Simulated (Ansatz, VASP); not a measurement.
## One calculation of Au, two programs

Contents of POSCAR:

```
Au
1.0
   -1.7401324500      1.7401324500      1.6572690000
    1.7401324500     -1.7401324500      1.6572690000
    1.7401324500      1.7401324500     -1.6572690000
Au
1
Direct
    0.0000000000      0.0000000000      0.0000000000
```

INCAR.step1

```
SYSTEM = Au
PREC = Accurate ; ENCUT = 520
ISMEAR = 0 ; SIGMA = 0.15
LREAL = .False. ; LASPH = .True.
NELM = 80 ; NBANDS = 12
GGA = PE ; ALGO = Normal
EDIFF = 1E-4 ; LWAVE = .True.
LCHARG = .False.
```

File INCAR.step2:

```
SYSTEM = Au
PREC = Accurate ; ENCUT = 520
EDIFF = 1E-7 ; ISMEAR = 0
SIGMA = 0.15 ; LREAL = .False.
LASPH = .True. ; NELM = 80
ALGO = Normal ; ISIF = 2
LWAVE = .False. ; LCHARG = .False.
METAGGA = R2SCAN ; LMIXTAU = .True.
NBANDS = 12 ; ISTART = 1
```

KPOINTS

```
Automatic mesh
0
Gamma
  20 20 20
  0 0 0
```

Input for Ansatz:

```yaml
crystal:
  lattice:
    - [-1.74013245, 1.74013245, 1.657269]
    - [1.74013245, -1.74013245, 1.657269]
    - [1.74013245, 1.74013245, -1.657269]
  atoms:
    - { symbol: Au, position: [0.0, 0.0, 0.0] }
basis:
  ecutwfc: 500
kpoints:
  mp_grid: { grid: [20, 20, 20] }
hamiltonian:
  xc: r2scan
scf:
  occupations: { method: gaussian, width: 0.15 }
output:
  forces: true
  stress: true
  eigenvalues: true
```

Change from the starting cell: strain +0.050 along x and y, +0.000 along z, atoms carried along.

Alike in both runs: task single point; functional r2SCAN; k mesh 20 × 20 × 20; occupations gaussian, width 0.15 eV; no spin polarisation.

|  | VASP | Ansatz |
| --- | --- | --- |
| version | VASP 6.6.1 | Ansatz 0.2.0 |
| potentials or method | VASP PAW PBE potentials, release 64 (Au), cutoff 520 eV | scalar-relativistic, plane waves, PAW |
| valence electrons in the cell | 11 | 19 |

|  | VASP | Ansatz | Ansatz less VASP |
| --- | --- | --- | --- |
| gap on the k mesh at the Fermi level (eV) | none | none | - |
| pressure (GPa) | -13.2 | -13.3 | -0.10 |
| traceless stress, the component that is largest in VASP (GPa) | -0.36 | -0.36 | +0.003 |

VASP's potentials were made for PBE, not for r2SCAN. A gap of «none» marks a metal or a gap that the smearing closes. With one functional, cell and mesh, what is left measures potentials, basis and numerics. VASP's potentials hold 11 valence electrons a cell and Ansatz's 19, so a difference there can come from the potentials and not from the codes.

Spin-orbit coupling is off throughout.
